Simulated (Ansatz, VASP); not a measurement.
Given: the input of a run of VASP 6.6.1 on As.

File POSCAR:

```
As
1.0
    2.9794804000     -0.1006165900      0.3237709600
   -0.1006165900      2.5830128800      0.2618843200
    0.3237709600      0.2618843200      2.5485519600
As
1
Direct
    0.5000000000      0.5000000000      0.5000000000
```

INCAR.step1

```
SYSTEM = As
ALGO = Normal
EDIFF = 1E-5
ENCUT = 520
GGA = PE
ISIF = 2
ISMEAR = -1
LASPH = .TRUE.
LCHARG = .FALSE.
LREAL = .FALSE.
LWAVE = .TRUE.
NBANDS = 8
NELM = 60
PREC = Accurate
SIGMA = 0.05
```

INCAR.step2

```
SYSTEM = As
AEXX = 0.1
ALGO = Normal
EDIFF = 1E-7
ENCUT = 520
GGA = PE
HFSCREEN = 0.2
ISIF = 2
ISMEAR = -1
ISTART = 1
LASPH = .TRUE.
LCHARG = .FALSE.
LHFCALC = .TRUE.
LREAL = .FALSE.
LWAVE = .FALSE.
NBANDS = 8
NELM = 60
PREC = Accurate
PRECFOCK = Normal
SIGMA = 0.05
```

Contents of KPOINTS:

```
k-points
0
G
  5 5 6
  0 0 0
```

Potentials or basis: VASP PAW PBE potentials, release 64 (As).

The run is started by

```sh
$ cat potpaw_PBE.64/As/POTCAR > POTCAR
$ cp INCAR.step1 INCAR
$ mpirun -np 1 vasp_std > vasp.out
$ cp INCAR.step2 INCAR
$ mpirun -np 1 vasp_std > vasp.out
```

**Question.** Translate it to Ansatz 0.2.0. Potentials there: Ansatz PAW.

**Answer.** As run (the cutoff follows the program's own potentials):

input

```
crystal:
  lattice:
    - [2.9794804, -0.10061659, 0.32377096]
    - [-0.10061659, 2.58301288, 0.26188432]
    - [0.32377096, 0.26188432, 2.54855196]
  atoms:
    - { symbol: As, position: [0.5, 0.5, 0.5] }
hamiltonian:
  xc: { exchange: pbe, correlation: pbe, exx: { coeff: 0.1, omega: 0.2 } }
  pseudopotentials: { kind: paw }
kpoints:
  mp_grid: { grid: [5, 5, 6] }
scf:
  occupations: { method: fermi_dirac, width: 0.05 }
output:
  forces: true
  stress: true
  eigenvalues: true
```

Both were run:

|  | VASP | Ansatz | Ansatz less VASP |
| --- | --- | --- | --- |
| gap on the k mesh at the Fermi level (eV) | none | none | - |
| pressure (GPa) | 5.6 | 5.6 | +0.01 |
| traceless stress, the component that is largest in VASP (GPa) | -10.65 | -10.61 | +0.034 |

VASP's potentials were made for PBE, not for PBE-based screened hybrid. A gap of «none» marks a metal or a gap that the smearing closes. The functional is the same, so the differences come from potentials, cutoffs and numerics. VASP's potentials hold 5 valence electrons a cell and Ansatz's 15, so a difference there can come from the potentials and not from the codes.

The k mesh is coarse, so the values compare programs but aren't converged.
